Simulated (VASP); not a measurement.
Set up this calculation in VASP 6.6.1, as the native input.

* Task: single point
* Functional: PBE
* Potentials or basis: VASP PAW PBE potentials, release 64 (B, C)
* Cutoff: 520 eV
* k mesh: 5 × 5 × 5
* Occupations: gaussian, width 0.2 eV
* Spin: no spin polarisation
* Dipole correction: no
* Further INCAR settings: ALGO = Normal; EDIFF = 1e-06; NBANDS = 20

The structure of B6C lies in POSCAR:

```
B6C
1.0
   -2.3894711398      2.3894711398      2.3894711398
    2.3894711398     -2.3894711398      2.3894711398
    2.3894711398      2.3894711398     -2.3894711398
B C
6 1
Direct
    0.6644630455      0.6644630455      0.0000000000
    0.3355369545      0.3355369545      0.0000000000
    0.0000000000      0.3355369545      0.3355369545
    0.0000000000      0.6644630455      0.6644630455
    0.6644630455      0.0000000000      0.6644630455
    0.3355369545      0.0000000000      0.3355369545
    0.0000000000      0.0000000000      0.0000000000
```

The cell was built from a structure type or drawn by symmetry, and may not be a known phase.

The input as run:

INCAR

```
  ALGO = Normal
  EDIFF = 1E-6
  ENCUT = 520
  GGA = PE
  ISIF = 2
  ISMEAR = 0
  LASPH = T
  LCHARG = F
  LREAL = F
  LWAVE = F
  NBANDS = 20
  NELM = 80
  PREC = Accurate
  SIGMA = 0.2
```

KPOINTS

```
k-points
0
Gamma
  5 5 5
```

Potentials or basis: VASP PAW PBE potentials, release 64 (B, C).

Run with:

```console
$ cat potpaw_PBE.64/B/POTCAR potpaw_PBE.64/C/POTCAR > POTCAR
$ mpirun -np 1 vasp_std > vasp.out
```

Results of the run:

```
Pressure               : -0.3 GPa
Largest force          : 0.013 eV/Å
Band gap on the k mesh : zero (bands 11 and 12 overlap by 3.93 eV)
```

Caveat: the k points lie up to 0.37 Å⁻¹ apart, too coarse for converged energies and pressures of a metal.

Wall time 5.3 s on 1 thread of Intel(R) Xeon(R) 6975P-C (Granite Rapids), with other jobs on the host, peak memory 0.16 GiB.
